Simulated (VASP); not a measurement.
Runs of VASP 6.6.1 on MgO. The structure is that of space group Pm-3m (No. 221), or close to it. The cells are those of the table. 

| task | level | potentials or basis | cell | k mesh | cutoff (eV) | smearing | gap on the mesh (eV) | pressure (GPa) |
| --- | --- | --- | --- | --- | --- | --- | --- | --- |
| single point | r2SCAN | VASP PAW PBE potentials, release 64 (Mg_sv, O) | a = 2.623 Å, 2 atoms | 8 × 8 × 8 | 920 | fermi-dirac 0.02 eV | 3.52 | 0.7 |
| single point | LDA | VASP PAW LDA potentials, release 64 (Mg_sv, O) | a = 2.598 Å, 2 atoms | 8 × 8 × 8 | 840 | fermi-dirac 0.02 eV | 2.86 | 0.3 |
| relaxation of cell and atoms | r2SCAN | VASP PAW PBE potentials, release 64 (Mg_sv, O) | relaxed from a = 2.660 Å, 2 atoms | 8 × 8 × 8 | 920 | fermi-dirac 0.02 eV | (a) | 0.0 |
| single point | r2SCAN | VASP PAW PBE potentials, release 64 (Mg_sv, O) | a = 2.623 Å, 2 atoms | 10 × 10 × 10 | 920 | gaussian 0.01 eV | 3.52 | 0.7 |

Alike in all rows: no spin polarisation.

Question: Estimate the missing entries.

Answer: (a) 3.47.

Caveats: the structure was generated, so it needn't be the stable form of MgO; the PAW data sets were made with another functional, which shifts forces and pressure a little (at least some runs).

A k mesh can miss the band edges.
